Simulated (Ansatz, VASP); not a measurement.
## HgTe: VASP beside Ansatz

INCAR

```
SYSTEM = HgTe
ALGO = Normal
EDIFF = 1E-6
ENCUT = 520
GGA = PE
ISIF = 2
ISMEAR = 0
LASPH = .TRUE.
LCHARG = .FALSE.
LREAL = .FALSE.
LWAVE = .FALSE.
NBANDS = 16
NELM = 60
PREC = Accurate
SIGMA = 0.1
```

KPOINTS

```
k-points
0
G
  12 12 12
  0 0 0
```

File POSCAR:

```
HgTe
1.0
    0.0000000000      3.2235000000      3.2235000000
    3.2235000000      0.0000000000      3.2235000000
    3.2235000000      3.2235000000      0.0000000000
Hg Te
1 1
Direct
    0.0000000000      0.0000000000      0.0000000000
    0.7500000000      0.7500000000      0.7500000000
```

Input for Ansatz:

```yaml
crystal:
  lattice:
    - [0.0, 3.2235, 3.2235]
    - [3.2235, 0.0, 3.2235]
    - [3.2235, 3.2235, 0.0]
  atoms:
    - { symbol: Hg, position: [0.0, 0.0, 0.0] }
    - { symbol: Te, position: [0.75, 0.75, 0.75] }
basis:
  ecutwfc: 420
kpoints:
  mp_grid: { grid: [12, 12, 12] }
hamiltonian:
  xc: pbe
scf:
  occupations: { method: gaussian, width: 0.1 }
output:
  forces: true
  stress: true
  eigenvalues: true
  populations: true
```

Alike in both runs: task single point; functional PBE; k mesh 12 × 12 × 12; occupations gaussian, width 0.1 eV; no spin polarisation.

|  | VASP | Ansatz |
| --- | --- | --- |
| version | VASP 6.6.1 | Ansatz 0.2.0 |
| potentials or method | VASP PAW PBE potentials, release 64 (Hg, Te), cutoff 520 eV | scalar-relativistic, plane waves, PAW |
| valence electrons in the cell | 18 | 36 |

```csv
,VASP,Ansatz,Ansatz less VASP
gap on the k mesh at the Fermi level (eV),none,none,-
pressure (GPa),4.1,4.1,-0.07
```

A gap of «none» marks a metal or a gap that the smearing closes. VASP's potentials hold 18 valence electrons a cell and Ansatz's 36, so a difference there can come from the potentials and not from the codes.

Spin-orbit coupling is off throughout.
